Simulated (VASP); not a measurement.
# As5S (P-62m) in VASP: notebook, part 2 of 2

VASP 6.6.1. The steps go on from the part before.

**3. Relaxation of cell and atoms, PBE**

This run uses another cell than the first one, of 28.73 Å³/atom, 1.411 times its volume.

Input file INCAR:

```
PREC     = Accurate       # precision mode
ENCUT    = 600            # plane-wave cutoff, eV
EDIFF    = 1E-6           # SCF threshold, eV
ISMEAR   = 0              # smearing method
SIGMA    = 0.1            # smearing width, eV
LREAL    = False          # projectors in reciprocal space
LASPH    = True           # aspherical terms in the spheres
NELM     = 100            # most SCF steps
ALGO     = Normal         # electronic algorithm
ISIF     = 3              # what is computed and relaxed
LWAVE    = False          # write WAVECAR
LCHARG   = False          # write CHGCAR
GGA      = PE             # functional
IBRION   = 2              # ionic algorithm
NSW      = 90             # ionic steps
EDIFFG   = -0.04          # ionic threshold
```

Input file KPOINTS:

```
Automatic mesh
0
Gamma
  3 3 4
```

Input file POSCAR:

```
As5S
1.0
    6.0489773800      0.0000000000      0.0000000000
   -3.0244886900      5.2385680800      0.0000000000
    0.0000000000      0.0000000000      5.4392357200
As S
5 1
Direct
    0.0000000000      0.3345335700      0.0000000000
    0.6654664300      0.6654664300      0.0000000000
    0.3345335700      0.0000000000      0.0000000000
    0.6666666700      0.3333333300      0.5000000000
    0.3333333300      0.6666666700      0.5000000000
    0.0000000000      0.0000000000      0.5000000000
```

Potentials or basis: VASP PAW PBE potentials, release 64 (As, S).

On the command line:

```console
cat potpaw_PBE.64/As/POTCAR potpaw_PBE.64/S/POTCAR > POTCAR
mpirun -np 1 vasp_std > vasp.out
```

OUTCAR:

```text
PREC = Accurate
   ENCUT = 600
   EDIFF = 1E-6
   ISMEAR = 0
   LREAL = False
   LASPH = True
   NELM = 100
   ISIF = 3
   GGA = PE
   IBRION = 2
   NSW = 90
   EDIFFG = -0.04

 ion  position               nearest neighbor table
   1  0.000  0.335  0.000-
   2  0.665  0.665  0.000-
   3  0.335  0.000  0.000-
   4  0.667  0.333  0.500-
   5  0.333  0.667  0.500-
   6  0.000  0.000  0.500-

  LATTYP: Found a hexagonal cell.
 ALAT       =     6.0489773800
 C/A-ratio  =     0.8991992164

  Lattice vectors:

 A1 = (   6.0489773800,   0.0000000000,   0.0000000000)
 A2 = (  -3.0244886900,   5.2385680800,   0.0000000000)
 A3 = (   0.0000000000,   0.0000000000,   5.4392357200)

Analysis of symmetry for initial positions (statically):
=====================================================================
 Subroutine PRICEL returns:
 Original cell was already a primitive cell.

 Routine SETGRP: Setting up the symmetry group for a
 hexagonal supercell.

 Subroutine GETGRP returns: Found 12 space group operations
 (whereof 12 operations were pure point group operations)
 out of a pool of 24 trial point group operations.

The static configuration has the point symmetry D_3h.

Analysis of symmetry for dynamics (positions and initial velocities):
=====================================================================
 Subroutine PRICEL returns:
 Original cell was already a primitive cell.

 Routine SETGRP: Setting up the symmetry group for a
 hexagonal supercell.

 Subroutine GETGRP returns: Found 12 space group operations
 (whereof 12 operations were pure point group operations)
 out of a pool of 24 trial point group operations.

The dynamic configuration has the point symmetry D_3h.

 Subroutine INISYM returns: Found 12 space group operations
 (whereof 12 operations are pure point group operations),
 and found     1 'primitive' translations

[... 97 lines left out ...]
   NELECT =      31.0000    total number of electrons
   NUPDOWN=      -1.0000    fix difference up-down
   EMIN   =  10.00;   EMAX   =-10.00  energy-range for DOS
   EFERMI =   0.00;   METHOD = LEGACY
   ISMEAR =     0;   SIGMA  =   0.10  broadening in eV -4-tet -1-fermi 0-gaus
   EFERMI_NEDOS =   21; number of points for ismear=-14 and -15
   IALGO  =     38    algorithm
   IMIX   =      4    mixing-type and parameters
     AMIX     =   0.40;   BMIX     =  1.00
     AMIX_MAG =   1.60;   BMIX_MAG =  1.00
  volume/ion in A,a.u.               =      28.73       193.86
  Fermi-wavevector in a.u.,A,eV,Ry     =   0.924098  1.746292 11.618786  0.853957
  Thomas-Fermi vector in A             =   2.049806
   LORBIT       =      0    0 simple, 1 ext, 2 COOP (PROOUT), +10 PAW based schemes
   GGA     = PE    functional components
   LHFCALC =     F    Hartree Fock is set to
   AEXX    =    0.0000 exact exchange contribution
   IVDW    =     0    specifies the selected vdW correction
   LEPSILON=     F    determine dielectric tensor
   LRPA    =     F    only Hartree local field effects (RPA)
 conjugate gradient relaxation of ions
 non-spin polarized calculation
 Gauss-broadening in eV      SIGMA  =   0.10
  energy-cutoff  :      600.00
  volume of cell :      172.36
 maximum number of plane-waves:      5769
   NGX = 25   NGY = 25   NGZ = 21

--------------------------------------- Ionic step        1  -------------------------------------------

 number of electron      31.0000001 magnetization

 Free energy of the ion-electron system (eV)
  ---------------------------------------------------
  ext. energy  EPLUGINS =         0.00000000
  ---------------------------------------------------
  free energy    TOTEN  =       -20.40490486 eV

  energy without entropy =      -20.37737453  energy(sigma->0) =      -20.39113970

 E-fermi :   2.3531     XC(G=0):  -8.9478

 val. band max:        2.3137918039   @ k =   0.3333   0.3333   0.5000
 cond. band min:       2.3690553170   @ k =   0.3333   0.0000   0.2500
 fundamental gap:      0.0552635131
 Fermi energy:         2.3531114119

 k-point     1 :       0.0000    0.0000    0.0000
  band No.  band energies     occupation
      1     -10.0419      2.00000
      2      -8.4722      2.00000
      3      -7.2926      2.00000
      4      -7.1522      2.00000
      5      -7.1522      2.00000
      6      -7.1093      2.00000
[... 300 lines left out ...]
  FREE ENERGIE OF THE ION-ELECTRON SYSTEM (eV)
  ---------------------------------------------------
  free  energy   TOTEN  =       -24.1243950878 eV

  energy  without entropy=      -24.1150490751  energy(sigma->0) =      -24.11972208

[... ionic steps 4 to 34 ...]

--------------------------------------- Ionic step       35  -------------------------------------------

 number of electron      30.9999998 magnetization

------------------------ aborting loop because EDIFF is reached ----------------------------------------
[... 75 lines left out ...]
--------------------------------------- Ionic step       37  -------------------------------------------

 number of electron      30.9999998 magnetization

 Free energy of the ion-electron system (eV)
  ---------------------------------------------------
  ext. energy  EPLUGINS =         0.00000000
  ---------------------------------------------------
  free energy    TOTEN  =       -24.62313135 eV

  energy without entropy =      -24.60166538  energy(sigma->0) =      -24.61239836

 E-fermi :   5.5648     XC(G=0): -10.3434

 val. band max:        5.5645866259   @ k =   0.0000   0.0000   0.0000
 cond. band min:       5.6645841630   @ k =   0.3333   0.0000   0.2500
 fundamental gap:      0.0999975371
 Fermi energy:         5.5648296276

 k-point     1 :       0.0000    0.0000    0.0000
  band No.  band energies     occupation
      1      -9.4645      2.00000
      2      -6.9352      2.00000
      3      -4.3718      2.00000
      4      -3.8755      2.00000
      5      -2.9860      2.00000
      6      -2.9860      2.00000
[... 220 lines left out ...]
  FREE ENERGIE OF THE ION-ELECTRON SYSTEM (eV)
  ---------------------------------------------------
  free  energy   TOTEN  =       -24.6231313479 eV

  energy  without entropy=      -24.6016653816  energy(sigma->0) =      -24.61239836

 reached required accuracy - stopping structural energy minimisation
```

CONTCAR:

```text
As5S
   1.00000000000000
     5.0779244820618246    0.0000000000000000    0.0000000000000000
    -2.5389622410309123    4.3976116010447059    0.0000000000000000
     0.0000000000000000    0.0000000000000001    5.3853497164775979
  As              S
     5     1
Direct
     0.9999999999999866    0.4355017234071296    0.0000000000000000
     0.5644982765928565    0.5644982765928700    0.0000000000000000
     0.4355017234071570    0.0000000000000000    1.0000000000000000
     0.6666666699999979    0.3333333300000021    0.5000000000000000
     0.3333333300000021    0.6666666699999979    0.5000000000000000
     0.0000000000000000    0.0000000000000000    0.5000000000000000

  0.00000000E+00  0.00000000E+00  0.00000000E+00
  0.00000000E+00  0.00000000E+00  0.00000000E+00
  0.00000000E+00  0.00000000E+00  0.00000000E+00
  0.00000000E+00  0.00000000E+00  0.00000000E+00
  0.00000000E+00  0.00000000E+00  0.00000000E+00
  0.00000000E+00  0.00000000E+00  0.00000000E+00
```

Run time: 8.1 min. Hardware: 1 thread of Intel Xeon 6975P-C (Granite Rapids), shared host; peak memory 0.35 GiB.

Results:

```
Free energy                            : -24.6231 eV
Relaxed volume                         : 20.04 Å³/atom
Relaxed cell                           : a = 5.078 Å, b = 5.078 Å, c = 5.385 Å, α = 90.00°, β = 90.00°, γ = 120.00°
Space group after relaxing (to 0.05 Å) : P-62m (No. 189)
Energy gained by relaxing              : 703.0 meV/atom
Ionic steps                            : 37
Pressure after relaxing                : 0.2 GPa
Largest force after relaxing           : 0.035 eV/Å
```

Forces in eV/Å, atoms in the order of the input:
```
As  -0.017  0.030  0.000
As  -0.017 -0.030  0.000
As   0.035  0.000  0.000
As   0.000  0.000  0.000
As   0.000  0.000  0.000
S    0.000  0.000  0.000
```

The path:
```tsv
step	energy change (eV)	largest force (eV/Å)	pressure (GPa)	volume (Å³)
1	0.0000	0.2654	-13.44	172.36
2	-3.6464	0.1465	-3.82	118.96
3	-3.7195	0.1118	-0.24	113.41
4	-3.7186	0.1051	0.52	112.39
5	-3.7273	0.1499	-0.23	113.40
6	-3.7337	0.2169	-1.49	115.21
7	-3.7368	0.2279	-1.55	115.28
8	-3.7466	0.2598	-1.72	115.50
9	-3.7687	0.3299	-2.06	115.92
10	-3.8182	0.5465	-2.72	116.70
11	-3.8940	0.6276	-3.09	118.01
12	-3.8144	0.3675	-0.15	119.66
13	-3.8989	0.6366	-2.99	118.26
14	-3.9296	0.5581	-1.96	119.08
15	-3.9224	0.6266	-2.64	118.63
16	-3.9317	0.5895	-2.32	118.87
17	-3.9506	0.5100	-1.35	118.21
18	-3.9517	0.4845	-1.05	118.01
19	-3.9750	0.4436	-0.76	117.45
20	-4.0341	0.4193	0.05	115.77
21	-4.0851	0.2102	2.18	112.38
22	-4.1115	0.1714	0.89	114.16
23	-4.1173	0.1384	-0.10	115.72
24	-4.1173	0.1405	-0.03	115.61
25	-4.1231	0.1354	-0.01	115.73
26	-4.1405	0.1151	0.16	116.09
27	-4.1532	0.1456	0.85	116.77
28	-4.1560	0.1740	0.75	117.08
29	-4.1641	0.1841	0.45	117.98
30	-4.1719	0.1576	-0.11	119.81
31	-4.1830	0.1487	-0.32	120.19
32	-4.2018	0.1282	-0.93	121.31
33	-4.2037	0.1238	-1.15	121.75
34	-4.2135	0.0754	-0.28	120.49
35	-4.2150	0.0508	0.21	119.82
36	-4.2160	0.0466	0.21	119.93
37	-4.2182	0.0345	0.23	120.26
```

Final structure:
```
As S
1.0
     5.07792    0.00000    0.00000
    -2.53896    4.39761    0.00000
     0.00000    0.00000    5.38535
As S
5 1
Direct
  0.00000 0.43550 0.00000
  0.56450 0.56450 0.00000
  0.43550 0.00000 0.00000
  0.66667 0.33333 0.50000
  0.33333 0.66667 0.50000
  0.00000 0.00000 0.50000
```

Caveat: the k points lie up to 0.48 Å⁻¹ apart in the final cell; the volume moved by over 15 % at a fixed basis, so the end points are rough.
